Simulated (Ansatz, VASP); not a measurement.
**RuC5 in VASP and in Ansatz**

```
CELL_PARAMETERS angstrom
4.80596 0.00000 0.00000
-2.40298 4.16208 0.00000
0.00000 0.00000 2.80074
ATOMIC_POSITIONS crystal
Ru 0.00000 0.00000 0.00000
C 0.50000 0.00000 0.00000
C 0.00000 0.50000 0.00000
C 0.50000 0.50000 0.00000
C 0.33333 0.66667 0.00000
C 0.66667 0.33333 0.00000
```

Alike in both runs: functional PBE; k mesh 6 × 6 × 6; occupations gaussian, width 0.1 eV; no spin polarisation.

Ansatz relaxed the structure, and its values are those at the end. VASP's run is a single point on that final structure, the one shown.

|  | VASP | Ansatz |
| --- | --- | --- |
| version | VASP 6.6.1 | Ansatz 0.2.0 |
| potentials or method | VASP PAW PBE potentials, release 64 (Ru_sv, C), cutoff 700 eV | scalar-relativistic, plane waves, PAW |
| valence electrons in the cell | 36 | 36 |

Ansatz gave:

- gap on the k mesh at the Fermi level (eV): none
- pressure (GPa): -0.3

Problem. Which values does VASP return?

Solution. gap on the k mesh at the Fermi level (eV): none; pressure (GPa): -0.6.

A gap of «none» marks a metal or a gap that the smearing closes. The functional is the same, so the differences come from potentials, cutoffs and numerics.

The k mesh is coarse, so the values compare programs but aren't converged.
